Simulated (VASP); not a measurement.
Write the native input for VASP 6.6.1 that does the following.

```
Task                   : single point
Functional             : PBE
Potentials or basis    : VASP PAW PBE potentials, release 64 (Ca_sv, Se)
Cutoff                 : 500 eV
k mesh                 : 6 × 6 × 6
Occupations            : fermi-dirac, width 0.05 eV
Spin                   : no spin polarisation
Dipole correction      : no
Further INCAR settings : ALGO = Normal; EDIFF = 1e-06; NBANDS = 15
```

The structure of CaSe lies in POSCAR:

```
CaSe
1.0
    0.0000000000      3.0139755031      3.0139755031
    3.0139755031      0.0000000000      3.0139755031
    3.0139755031      3.0139755031      0.0000000000
Ca Se
1 1
Direct
    0.0000000000      0.0000000000      0.0000000000
    0.5000000000      0.5000000000      0.5000000000
```

These files were run (other wordings do the same):

INCAR

```
PREC = Accurate ; ENCUT = 500
EDIFF = 1E-6 ; ISMEAR = -1
SIGMA = 0.05 ; LREAL = False
LASPH = True ; NELM = 120
ALGO = Normal ; ISIF = 2
LWAVE = False ; LCHARG = False
GGA = PE ; NBANDS = 15
GGA_COMPAT = False
```

KPOINTS

```
regular mesh
0
Gamma
  6 6 6
```

Potentials or basis: VASP PAW PBE potentials, release 64 (Ca_sv, Se).

The run is started by

```bash
$ cat potpaw_PBE.64/Ca_sv/POTCAR potpaw_PBE.64/Se/POTCAR > POTCAR
$ mpirun -np 1 vasp_std > vasp.out
```

It gave:

```
Pressure               : -1.4 GPa
Band gap on the k mesh : 2.15 eV, indirect (least direct gap 3.03 eV)
```

Wall time 18 s on 1 thread of Intel Xeon 8259CL, on a shared host, peak memory 0.17 GiB.
